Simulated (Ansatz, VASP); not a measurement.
## One calculation of TiSi2, two programs

```xyz
3
Lattice="4.3746 0.0000 0.0000 -2.1873 3.7885 0.0000 0.0000 0.0000 2.5610" Properties=species:S:1:pos:R:3 pbc="T T T"
Ti    0.0000    0.0000    0.0000
Si    0.0000    2.5257    1.2805
Si    2.1873    1.2628    1.2805
```

Alike in both runs: task single point; functional r2SCAN-based global hybrid with a share of 0.25 of exact exchange; k mesh 4 × 4 × 6; occupations fermi-dirac, width 0.05 eV; no spin polarisation.

```csv
,VASP,Ansatz
version,VASP 6.6.1,Ansatz 0.2.0
potentials or method,"VASP PAW PBE potentials, release 64 (Ti_sv, Si)",Ansatz PAW
plane-wave cutoff (eV),520,500
valence electrons in the cell,20,20
```

VASP gave:

| Item | Value |
| --- | --- |
| gap on the k mesh at the Fermi level (eV) | none |
| pressure (GPa) | -3.5 |
| traceless stress, the component that is largest in VASP (GPa) | -11.48 |
| rms of the force components (eV/Å) | 0.017 |

**Question.** Which values does Ansatz return?

**Answer.** gap on the k mesh at the Fermi level (eV): none; pressure (GPa): -4.1; traceless stress, the component that is largest in VASP (GPa): -11.60; rms of the force components (eV/Å): 0.000.

VASP's potentials were made for PBE, not for r2SCAN-based global hybrid. Atom by atom the forces differ by 0.017 eV/Å (rms over components). A gap of «none» marks a metal or a gap that the smearing closes.

The k mesh is coarse, so the values compare programs but aren't converged.
